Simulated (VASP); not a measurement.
Wanted: the native input for a VASP 6.6.1 run.

```
Task                   : single point
Functional             : LDA
Potentials or basis    : VASP PAW LDA potentials, release 64 (Sn_d, O)
Cutoff                 : 520 eV
k mesh                 : 10 × 10 × 8
Occupations            : gaussian, width 0.15 eV
Spin                   : no spin polarisation
Dipole correction      : no
Further INCAR settings : ALGO = Normal; EDIFF = 1e-06; NBANDS = 28
```

The structure of SnO lies in POSCAR:

```
SnO
1.0
    3.7668771934      0.0000000000      0.0000000000
    0.0000000000      3.7668771934      0.0000000000
    0.0000000000      0.0000000000      4.2829000000
Sn O
2 2
Direct
    0.0000000000      0.5000000000      0.2457459271
    0.5000000000      0.0000000000      0.7542540729
    0.0000000000      0.0000000000      0.0000000000
    0.5000000000      0.5000000000      0.0000000000
```

One way to write it, as run:

INCAR

```
SYSTEM = SnO
PREC     = Accurate       ! precision mode
ENCUT    = 520            ! plane-wave cutoff, eV
EDIFF    = 1E-6           ! SCF threshold, eV
ISMEAR   = 0              ! smearing method
SIGMA    = 0.15           ! smearing width, eV
LREAL    = .FALSE.        ! projectors in reciprocal space
LASPH    = .TRUE.         ! aspherical terms in the spheres
NELM     = 80             ! most SCF steps
ALGO     = Normal         ! electronic algorithm
ISIF     = 2              ! what is computed and relaxed
LWAVE    = .FALSE.        ! write WAVECAR
LCHARG   = .FALSE.        ! write CHGCAR
NBANDS   = 28             ! bands
```

KPOINTS

```
regular mesh
0
G
  10 10 8
  0 0 0
```

Potentials or basis: VASP PAW LDA potentials, release 64 (Sn_d, O).

Command:

```console
$ cat potpaw_LDA.64/Sn_d/POTCAR potpaw_LDA.64/O/POTCAR > POTCAR
$ mpirun -np 1 vasp_std > vasp.out
```

Results of the run:

The pressure is 9.3 GPa. The largest force is 1.568 eV/Å and the band gap on the k mesh is zero (band 20 reaches 8.55 eV, above the bottom of band 21 at 8.53 eV).

Caveat: spin-orbit coupling is left out, which moves the levels of the heavy elements; forces of over 1 eV/Å act on the atoms, so gaps and moduli don't describe the material at rest.

Wall time 100 s on 1 thread of Intel(R) Xeon(R) Platinum 8488C (Sapphire Rapids) (shared host), peak memory 0.24 GiB.
